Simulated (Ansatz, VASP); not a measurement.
## As in VASP and in Ansatz

INCAR

```
PREC = Accurate ; ENCUT = 520
EDIFF = 1E-6 ; ISMEAR = -1
SIGMA = 0.03 ; LREAL = False
LASPH = True ; NELM = 80
ALGO = Normal ; ISIF = 2
LWAVE = False ; LCHARG = True
GGA = PE ; LELF = True
LVHAR = True ; NBANDS = 12
```

The input KPOINTS:

```
regular mesh
0
Gamma
  11 11 11
```

The input POSCAR:

```
As
1.0
    1.8983620487      1.0960198399      3.5202848189
   -1.8983620487      1.0960198399      3.5202848189
    0.0000000000     -2.1920396797      3.5202848189
As
2
Direct
    0.2275400000      0.2275400000      0.2275400000
    0.7724600000      0.7724600000      0.7724600000
```

Input for Ansatz:

```yaml
crystal:
  lattice:
    - [1.8983620487, 1.0960198399, 3.5202848189]
    - [-1.8983620487, 1.0960198399, 3.5202848189]
    - [0.0, -2.1920396797, 3.5202848189]
  atoms:
    - { symbol: As, position: [0.22754, 0.22754, 0.22754] }
    - { symbol: As, position: [0.77246, 0.77246, 0.77246] }
kpoints:
  mp_grid: { grid: [11, 11, 11] }
scf:
  occupations: { method: fermi_dirac, width: 0.03 }
hamiltonian:
  xc: pbe
  pseudopotentials: { kind: all_electron, lapw: { basis_error: 0.00025 } }
output:
  forces: true
  stress: true
  eigenvalues: true
```

Change from the starting cell: volume scaled by 1.03.

Alike in both runs: task single point; functional PBE; k mesh 11 × 11 × 11; occupations fermi-dirac, width 0.03 eV; no spin polarisation.

|  | VASP | Ansatz |
| --- | --- | --- |
| version | VASP 6.6.1 | Ansatz 0.2.0 |
| potentials or method | VASP PAW PBE potentials, release 64 (As), cutoff 520 eV | all-electron LAPW, scalar-relativistic |

|  | VASP | Ansatz | Ansatz less VASP |
| --- | --- | --- | --- |
| pressure (GPa) | 1.5 | 1.2 | -0.26 |
| traceless stress, the component that is largest in VASP (GPa) | -0.28 | -0.21 | +0.077 |
| rms of the force components (eV/Å) | 0.047 | 0.017 | -0.0302 |

Atom by atom the forces differ by 0.030 eV/Å (rms over components). Ansatz ran all-electron here, and VASP with PAW potentials.
